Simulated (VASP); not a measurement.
Input of a VASP 6.6.1 run:

File INCAR:

```
SYSTEM = HfN
PREC = Accurate
ENCUT = 520
EDIFF = 1E-6
ISMEAR = -1
SIGMA = 0.05
LREAL = .FALSE.
LASPH = .TRUE.
NELM = 100
ALGO = Normal
ISIF = 2
LWAVE = .FALSE.
LCHARG = .FALSE.
GGA = PE
NBANDS = 14
```

Contents of KPOINTS:

```
Automatic mesh
0
G
  16 16 16
  0 0 0
```

The input POSCAR:

```
HfN
1.0
    0.0000000000      2.2558601243      2.2558601243
    2.2558601243      0.0000000000      2.2558601243
    2.2558601243      2.2558601243      0.0000000000
Hf N
1 1
Direct
    0.0000000000      0.0000000000      0.0000000000
    0.5000000000      0.5000000000      0.5000000000
```

Potentials or basis: VASP PAW PBE potentials, release 64 (Hf_pv, N).

Run with:

```sh
$ cat potpaw_PBE.64/Hf_pv/POTCAR potpaw_PBE.64/N/POTCAR > POTCAR
$ mpirun -np 1 vasp_std > vasp.out
```

Q: What does it give for the pressure?

A: 4.2 GPa.
